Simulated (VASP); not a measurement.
Set up this calculation in VASP 6.6.1, as the native input.

```
Task                   : single point
Functional             : PBEsol
Potentials or basis    : VASP PAW PBE potentials, release 64 (Ti_sv, Ni)
Cutoff                 : 520 eV
k mesh                 : 10 × 10 × 10
Occupations            : fermi-dirac, width 0.05 eV
Spin                   : no spin polarisation
Dipole correction      : no
Further INCAR settings : ALGO = Normal; EDIFF = 1e-07; NBANDS = 30
```

The structure of TiNi lies in POSCAR:

```
TiNi
1.0
    2.9880661300      2.9880661300      0.0000000000
    2.9880661300      0.0000000000      2.9880661300
    2.9880661300      0.0000000000     -2.9880661300
Ti Ni
2 2
Direct
    0.5000000000      0.2500000000      0.7500000000
    0.5000000000      0.7500000000      0.2500000000
    0.0000000000      0.0000000000      0.0000000000
    0.0000000000      0.5000000000      0.5000000000
```

The input as run:

INCAR

```
PREC = Accurate ; ENCUT = 520
EDIFF = 1E-7 ; ISMEAR = -1
SIGMA = 0.05 ; LREAL = F
LASPH = T ; NELM = 60
ALGO = Normal ; ISIF = 2
LWAVE = F ; LCHARG = F
GGA = PS ; NBANDS = 30
```

KPOINTS

```
regular mesh
0
Gamma
  10 10 10
```

Potentials or basis: VASP PAW PBE potentials, release 64 (Ti_sv, Ni).

Launch:

```console
$ cat potpaw_PBE.64/Ti_sv/POTCAR potpaw_PBE.64/Ni/POTCAR > POTCAR
$ mpirun -np 1 vasp_std > vasp.out
```

It gave:

The pressure is -3.1 GPa. The band gap on the k mesh is zero (band 22 reaches 9.85 eV, above the bottom of band 23 at 9.14 eV).

Caveat: the PAW data sets were made with another functional, which shifts forces and pressure a little.

It took 77 s on 1 thread of Intel Xeon 6975P-C, on a shared host, peak memory 0.21 GiB.
